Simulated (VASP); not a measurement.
A run of VASP 6.6.1 is set up as follows.

Contents of INCAR:

```
SYSTEM = C
PREC = Accurate ; ENCUT = 520
EDIFF = 1E-6 ; ISMEAR = 0
SIGMA = 0.1 ; LREAL = .False.
LASPH = .True. ; NELM = 80
ALGO = Normal ; ISIF = 2
LWAVE = .False. ; LCHARG = .False.
NBANDS = 11
```

The input KPOINTS:

```
Automatic mesh
0
Gamma
  21 21 6
  0 0 0
```

Contents of POSCAR:

```
C
1.0
    2.4447628307      0.0000000000      0.0000000000
   -1.2223814153      2.1172267176      0.0000000000
    0.0000000000      0.0000000000      8.5260108322
C
2
Direct
    0.3333333333      0.6666666667      0.0000000000
    0.6666666667      0.3333333333      0.0000000000
```

Potentials or basis: VASP PAW LDA potentials, release 64 (C).

The run is started by

```bash
$ cat potpaw_LDA.64/C/POTCAR > POTCAR
$ mpirun -np 1 vasp_std > vasp.out
```

Q: Estimate the band gap on the k mesh.

A: Zero (filled and empty bands touch).
